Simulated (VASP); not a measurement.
# GaP (F-43m) in VASP: a series of runs

Runs on GaP. Level: PBE. Tasks: vibrations by perturbation theory, elastic constants.

Everything below comes from runs of VASP 6.6.1. Logs are shortened: lines on timing, memory, paths and dates and some standing lists are left out, and cuts for length are marked.

### Step 1. The cell of the first run

Symmetry: F-43m, No. 216, cubic system. The conventional cell has a = 4.945 Å, b = 4.945 Å, c = 4.945 Å, α = 90.00°, β = 90.00°, γ = 90.00°. Ga (site symmetry -43m) has 4 P at 2.14 Å within 2.8 Å. P (site symmetry -43m) has 4 Ga at 2.14 Å within 2.8 Å.

### Step 2. Vibrations by perturbation theory, PBE

INCAR

```
PREC = Accurate
ENCUT = 520
EDIFF = 1E-8
ISMEAR = 0
SIGMA = 0.01
LREAL = F
LASPH = T
NELM = 80
ALGO = Normal
ISIF = 2
LWAVE = F
LCHARG = F
GGA = PE
IBRION = 8
NSW = 1
LEPSILON = T
```

KPOINTS

```
Automatic mesh
0
Gamma
  10 10 10
```

POSCAR

```
GaP
1.0
    0.0000000000      2.4727286218      2.4727286218
    2.4727286218      0.0000000000      2.4727286218
    2.4727286218      2.4727286218      0.0000000000
Ga P
1 1
Direct
    0.0000000000      0.0000000000      0.0000000000
    0.7500000000      0.7500000000      0.7500000000
```

Potentials or basis: VASP PAW PBE potentials, release 64 (Ga_d, P).

Command:

```bash
> cat potpaw_PBE.64/Ga_d/POTCAR potpaw_PBE.64/P/POTCAR > POTCAR
> mpirun -np 1 vasp_std > vasp.out
```

OUTCAR:

```text
PREC = Accurate
   ENCUT = 520
   EDIFF = 1E-8
   ISMEAR = 0
   LREAL = F
   LASPH = T
   NELM = 80
   ISIF = 2
   GGA = PE
   IBRION = 8
   NSW = 1
   LEPSILON = T

 ion  position               nearest neighbor table
   1  0.000  0.000  0.000-   2 2.14   2 2.14   2 2.14   2 2.14
   2  0.750  0.750  0.750-   1 2.14   1 2.14   1 2.14   1 2.14

  LATTYP: Found a face centered cubic cell.
 ALAT       =     4.9454572436

  Lattice vectors:

 A1 = (   0.0000000000,   2.4727286218,   2.4727286218)
 A2 = (   2.4727286218,   0.0000000000,   2.4727286218)
 A3 = (   2.4727286218,   2.4727286218,   0.0000000000)

Analysis of symmetry for initial positions (statically):
=====================================================================
 Subroutine PRICEL returns:
 Original cell was already a primitive cell.

 Routine SETGRP: Setting up the symmetry group for a
 face centered cubic supercell.

 Subroutine GETGRP returns: Found 24 space group operations
 (whereof 24 operations were pure point group operations)
 out of a pool of 48 trial point group operations.

The static configuration has the point symmetry T_d .

Analysis of symmetry for dynamics (positions and initial velocities):
=====================================================================
 Subroutine PRICEL returns:
 Original cell was already a primitive cell.

 Routine SETGRP: Setting up the symmetry group for a
 face centered cubic supercell.

 Subroutine GETGRP returns: Found 24 space group operations
 (whereof 24 operations were pure point group operations)
 out of a pool of 48 trial point group operations.

The dynamic configuration has the point symmetry T_d .

 Subroutine INISYM returns: Found 24 space group operations
 (whereof 24 operations are pure point group operations),
 and found     1 'primitive' translations

----------------------------------------------------------------------------------------
[... 615 lines left out ...]
     0.00000  0.00380 23.68732
     0.00000 23.68732  0.00380

 MACROSCOPIC STATIC DIELECTRIC TENSOR (including local field effects in DFT)
 ------------------------------------------------------
           9.883489     0.000000     0.000000
           0.000000     9.883489     0.000000
           0.000000     0.000000     9.883489
 ------------------------------------------------------

 PIEZOELECTRIC TENSOR (including local field effects)  for field in x, y, z        (e  Angst)
          XX          YY          ZZ          XY          YZ          ZX
  --------------------------------------------------------------------------------
  x    -0.00000    -0.00000    -0.00000     0.00000     1.25272     0.00000
  y     0.00000     0.00000     0.00000    -0.00000     0.00000     1.25272
  z     0.00000     0.00000    -0.00000     1.25272    -0.00000     0.00000

 PIEZOELECTRIC TENSOR (including local field effects)  for field in x, y, z        (C/m^2)
          XX          YY          ZZ          XY          YZ          ZX
  --------------------------------------------------------------------------------
  x    -0.00000    -0.00000    -0.00000     0.00000     0.66375     0.00000
  y     0.00000     0.00000     0.00000    -0.00000     0.00000     0.66375
  z     0.00000     0.00000    -0.00000     0.66375    -0.00000     0.00000

 BORN EFFECTIVE CHARGES (including local field effects) (in |e|, cummulative output)
 ---------------------------------------------------------------------------------
 ion    1
    1     1.70223     0.00000     0.00000
    2     0.00000     1.70223     0.00000
    3    -0.00000     0.00000     1.70223
 ion    2
    1    -1.70223    -0.00000     0.00000
    2    -0.00000    -1.70223    -0.00000
    3     0.00000     0.00000    -1.70223

 INTERNAL STRAIN TENSOR FOR ION    2 for displacements in x,y,z  (eV/Angst):
          X           Y           Z          XY          YZ          ZX
  --------------------------------------------------------------------------------
  x     0.00000     0.00000     0.00000     0.00000    23.68732     0.00000
  y     0.00000    -0.00000     0.00000     0.00000     0.00000    23.68732
  z     0.00000     0.00000     0.00000    23.68732     0.00000     0.00000

 SECOND DERIVATIVES (NOT SYMMETRIZED)
 ------------------------------------
               1X          1Y          1Z          2X          2Y          2Z
  1X   -19.818041    0.000000    0.000000   19.818041    0.000000    0.000000
  1Y     0.000000  -19.818041    0.000000    0.000000   19.818041    0.000000
  1Z     0.000000    0.000000  -19.818041    0.000000    0.000000   19.818041
  2X    19.792025    0.000000    0.000000  -19.792025    0.000000    0.000000
  2Y     0.000000   19.792025    0.000000    0.000000  -19.792025    0.000000
  2Z     0.000000    0.000000   19.792025    0.000000    0.000000  -19.792025

 Eigenvectors and eigenvalues of the dynamical matrix
 ----------------------------------------------------

   1 f  =   15.021221 THz    94.381114 2PiTHz  501.053993 cm-1    62.122750 meV
             X         Y         Z           dx          dy          dz
      0.000000  0.000000  0.000000     0.554866    0.000000   -0.000000
      3.709093  3.709093  3.709093    -0.831940    0.000000    0.000000
[... 21 lines left out ...]
   6 f/i=    0.004554 THz     0.028615 2PiTHz    0.151911 cm-1     0.018834 meV
             X         Y         Z           dx          dy          dz
      0.000000  0.000000  0.000000    -0.764127   -0.189406    0.268997
      3.709093  3.709093  3.709093    -0.509637   -0.126325    0.179409

--------------------------------------------------------------------------------------------------------

 MACROSCOPIC STATIC DIELECTRIC TENSOR IONIC CONTRIBUTION
 ------------------------------------------------------
           0.875527     0.000000    -0.000000
           0.000000     0.875527     0.000000
          -0.000000     0.000000     0.875527
 ------------------------------------------------------

 ELASTIC MODULI CONTR FROM IONIC RELAXATION (kBar)
 Direction    XX          YY          ZZ          XY          YZ          ZX
 --------------------------------------------------------------------------------
 XX          -0.0000     -0.0000     -0.0000     -0.0000     -0.0000      0.0000
 YY          -0.0000     -0.0000     -0.0000     -0.0000     -0.0000      0.0000
 ZZ          -0.0000     -0.0000     -0.0000     -0.0000     -0.0000      0.0000
 XY          -0.0000     -0.0000     -0.0000  -1495.9640      0.0000      0.0000
 YZ          -0.0000     -0.0000     -0.0000      0.0000  -1495.9640      0.0000
 ZX           0.0000      0.0000      0.0000      0.0000      0.0000  -1495.9640
 --------------------------------------------------------------------------------

 PIEZOELECTRIC TENSOR IONIC CONTR  for field in x, y, z        (C/m^2)
          XX          YY          ZZ          XY          YZ          ZX
  --------------------------------------------------------------------------------
  x    -0.00000    -0.00000    -0.00000     0.00000    -1.07688    -0.00000
  y     0.00000     0.00000     0.00000    -0.00000    -0.00000    -1.07688
  z    -0.00000    -0.00000    -0.00000    -1.07688     0.00000     0.00000
```

stdout:

```text
POSCAR found type information on POSCAR GaP
 POSCAR found :  2 types and       2 ions
 scaLAPACK will be used
 LDA part: xc-table for (Slater+PW92), standard interpolation
 POSCAR, INCAR and KPOINTS ok, starting setup
 FFT: planning ... GRIDC
 FFT: planning ... GRID_SOFT
 FFT: planning ... GRID
 WAVECAR not read
 entering main loop
[... 23 lines left out ...]
  Direction:   3
 dielectric tensor                  component  3 :     1.955     2.332     9.883
 Linear response DOF=           2
 Linear response progress:
 first order change of Fermi-energy   0.38191E+00
 force on displaced ion       1 direction 1 : -19.818  -0.000  -0.000
 Born effective charge ion    1 direction 1 :   1.685   0.000   0.000
 Linear response progress:
 first order change of Fermi-energy  -0.36182E+00
 force on displaced ion       2 direction 1 : -19.792  -0.000  -0.000
 Born effective charge ion    2 direction 1 :  -1.716   0.000   0.000
 Born effective charges drift removed
 Linear response finished
```

Run time: 7.7 min. Hardware: 1 thread of AMD EPYC 9R45 (Zen 5), shared host; peak memory 0.29 GiB.

What came out:

| Quantity | Value |
| --- | --- |
| Electronic dielectric tensor (diagonal) | 9.88 |
| Born charges (mean of the diagonal) | Ga +1.70; P -1.70 e |
| Highest phonon frequency at Γ, LO-TO splitting left out | 501 cm⁻¹ |

Phonon frequencies in cm⁻¹ (negative: imaginary):
| q point | frequencies |
| --- | --- |
| (0.000, 0.000, 0.000) | 0 0 0 501 501 501 |

Electronic dielectric tensor:
```
9.88 0.00 0.00
0.00 9.88 0.00
0.00 0.00 9.88
```

Born effective charge tensors (e):
atom 1, Ga
```
1.70 0.00 0.00
0.00 1.70 0.00
0.00 0.00 1.70
```
atom 2, P
```
-1.70  0.00  0.00
 0.00 -1.70  0.00
 0.00  0.00 -1.70
```

Caveat: the cell stands under pressure or tension, which shifts response properties.

### Step 3. Vibrations by perturbation theory, PBE

This run uses another cell than the first one, of 16.98 Å³/atom.

INCAR

```
  ALGO = Normal
  EDIFF = 1E-8
  ENCUT = 520
  GGA = PE
  IBRION = 8
  ISIF = 2
  ISMEAR = 0
  LASPH = T
  LCHARG = T
  LEPSILON = T
  LREAL = F
  LWAVE = F
  NELM = 60
  NSW = 1
  PREC = Accurate
  SIGMA = 0.01
```

KPOINTS

```
k-points
0
Gamma
  10 10 10
```

POSCAR

```
GaP
1.0
    0.0000000000      2.5701805634      2.5701805634
    2.5701805634      0.0000000000      2.5701805634
    2.5701805634      2.5701805634      0.0000000000
Ga P
1 1
Direct
    0.0000000000      0.0000000000      0.0000000000
    0.7500000000      0.7500000000      0.7500000000
```

Potentials or basis: VASP PAW PBE potentials, release 64 (Ga_d, P).

Command:

```bash
> cat potpaw_PBE.64/Ga_d/POTCAR potpaw_PBE.64/P/POTCAR > POTCAR
> mpirun -np 1 vasp_std > vasp.out
```

OUTCAR:

```text
EDIFF = 1E-8
   ENCUT = 520
   GGA = PE
   IBRION = 8
   ISIF = 2
   ISMEAR = 0
   LASPH = T
   LEPSILON = T
   LREAL = F
   NELM = 60
   NSW = 1
   PREC = Accurate

 ion  position               nearest neighbor table
   1  0.000  0.000  0.000-   2 2.23   2 2.23   2 2.23   2 2.23
   2  0.750  0.750  0.750-   1 2.23   1 2.23   1 2.23   1 2.23

  LATTYP: Found a face centered cubic cell.
 ALAT       =     5.1403611268

[... 710 lines left out ...]
      0.000000  0.000000  0.000000     0.000000    0.554920    0.000000
      3.855271  3.855271  3.855271     0.000000   -0.831904    0.000000
[... 21 lines left out ...]
   6 f/i=    0.004844 THz     0.030436 2PiTHz    0.161580 cm-1     0.020033 meV
             X         Y         Z           dx          dy          dz
      0.000000  0.000000  0.000000     0.000000    0.000000    0.831904
      3.855271  3.855271  3.855271     0.000000    0.000000    0.554920

--------------------------------------------------------------------------------------------------------

 MACROSCOPIC STATIC DIELECTRIC TENSOR IONIC CONTRIBUTION
 ------------------------------------------------------
           1.262414    -0.000000    -0.000000
          -0.000000     1.262414    -0.000000
          -0.000000    -0.000000     1.262414
 ------------------------------------------------------

 ELASTIC MODULI CONTR FROM IONIC RELAXATION (kBar)
 Direction    XX          YY          ZZ          XY          YZ          ZX
 --------------------------------------------------------------------------------
 XX          -0.0000     -0.0000     -0.0000     -0.0000      0.0000      0.0000
 YY          -0.0000     -0.0000     -0.0000     -0.0000     -0.0000      0.0000
 ZZ          -0.0000     -0.0000     -0.0000      0.0000     -0.0000      0.0000
 XY          -0.0000     -0.0000      0.0000   -792.3660      0.0000      0.0000
 YZ           0.0000     -0.0000     -0.0000      0.0000   -792.3660      0.0000
 ZX           0.0000      0.0000      0.0000      0.0000      0.0000   -792.3660
 --------------------------------------------------------------------------------

 PIEZOELECTRIC TENSOR IONIC CONTR  for field in x, y, z        (C/m^2)
          XX          YY          ZZ          XY          YZ          ZX
  --------------------------------------------------------------------------------
  x     0.00000    -0.00000    -0.00000     0.00000    -0.94110     0.00000
  y     0.00000     0.00000     0.00000     0.00000     0.00000    -0.94110
  z    -0.00000    -0.00000     0.00000    -0.94110     0.00000     0.00000
```

stdout:

```text
POSCAR found type information on POSCAR GaP
 POSCAR found :  2 types and       2 ions
 scaLAPACK will be used
 LDA part: xc-table for (Slater+PW92), standard interpolation
 POSCAR, INCAR and KPOINTS ok, starting setup
 FFT: planning ... GRIDC
 FFT: planning ... GRID_SOFT
 FFT: planning ... GRID
 WAVECAR not read
 entering main loop
[... 23 lines left out ...]
  Direction:   3
 dielectric tensor                  component  3 :     1.957     2.244     9.839
 Linear response DOF=           2
 Linear response progress:
 first order change of Fermi-energy   0.39130E-03
 force on displaced ion       1 direction 1 : -15.190   0.000   0.000
 Born effective charge ion    1 direction 1 :   1.880   0.000   0.000
 Linear response progress:
 first order change of Fermi-energy  -0.19261E-03
 force on displaced ion       2 direction 1 : -15.166   0.000   0.000
 Born effective charge ion    2 direction 1 :  -1.909   0.000   0.000
 Born effective charges drift removed
 Linear response finished
```

Run time: 8.4 min. Hardware: 1 thread of AMD EPYC 9R45 (Zen 5), shared host; peak memory 0.31 GiB.

What came out:

- Electronic dielectric tensor (diagonal): 9.84
- Born charges (mean of the diagonal): Ga +1.90; P -1.90 e
- Highest phonon frequency at Γ, LO-TO splitting left out: 439 cm⁻¹

Phonon frequencies in cm⁻¹ (negative: imaginary):
```
              q point        frequencies
(0.000, 0.000, 0.000)  0 0 0 439 439 439
```

Electronic dielectric tensor:
```
9.84 0.00 0.00
0.00 9.84 0.00
0.00 0.00 9.84
```

Born effective charge tensors (e):
atom 1, Ga
```
1.90 0.00 0.00
0.00 1.90 0.00
0.00 0.00 1.90
```
atom 2, P
```
-1.90  0.00  0.00
 0.00 -1.90  0.00
 0.00  0.00 -1.90
```

Caveat: the cell stands under pressure or tension, which shifts response properties.

### Step 4. Elastic constants, PBE

This run uses another cell than the first one, of 17.73 Å³/atom.

INCAR

```
SYSTEM = GaP
PREC     = Accurate       ! precision mode
ENCUT    = 600            ! plane-wave cutoff, eV
EDIFF    = 1E-8           ! SCF threshold, eV
ISMEAR   = 0              ! smearing method
SIGMA    = 0.01           ! smearing width, eV
LREAL    = .FALSE.        ! projectors in reciprocal space
LASPH    = .TRUE.         ! aspherical terms in the spheres
NELM     = 60             ! most SCF steps
ALGO     = Normal         ! electronic algorithm
ISIF     = 3              ! what is computed and relaxed
LWAVE    = .FALSE.        ! write WAVECAR
LCHARG   = .TRUE.         ! write CHGCAR
GGA      = PE             ! functional
IBRION   = 6              ! ionic algorithm
NFREE    = 2            
POTIM    = 0.015          ! step
NSW      = 1              ! ionic steps
```

KPOINTS

```
Automatic mesh
0
G
  10 10 10
  0 0 0
```

POSCAR

```
GaP
1.0
    0.0000000000      2.6074543209      2.6074543209
    2.6074543209      0.0000000000      2.6074543209
    2.6074543209      2.6074543209      0.0000000000
Ga P
1 1
Direct
    0.0000000000      0.0000000000      0.0000000000
    0.7500000000      0.7500000000      0.7500000000
```

Command:

```bash
> cat potpaw_PBE.64/Ga_d/POTCAR potpaw_PBE.64/P/POTCAR > POTCAR
> mpirun -np 1 vasp_std > vasp.out
```

Run time: 12 min. Hardware: 1 thread of AMD EPYC 9R45 (Zen 5), shared host; peak memory 0.38 GiB.

The run converged. Its results:

* Elastic constants C11, C12, C44: 178, 107, 73 GPa
* Voigt bulk modulus: 130 GPa
* Highest phonon frequency at Γ, LO-TO splitting left out: 417 cm⁻¹

Phonon frequencies in cm⁻¹ (negative: imaginary):
```tsv
q point	frequencies
(0.000, 0.000, 0.000)	0 0 0 417 417 417
```

Elastic tensor in Voigt notation (GPa, in the Cartesian axes of the cell as first typed):
```
178 107 107   0   0   0
107 178 107   0   0   0
107 107 178   0   0   0
  0   0   0  73   0   0
  0   0   0   0  73   0
  0   0   0   0   0  73
```

Clamped-ion elastic tensor (GPa):
```
178 107 107   0   0   0
107 178 107   0   0   0
107 107 178   0   0   0
  0   0   0 137   0   0
  0   0   0   0 137   0
  0   0   0   0   0 137
```

Caveat: the cell is under stress, which shifts elastic constants.
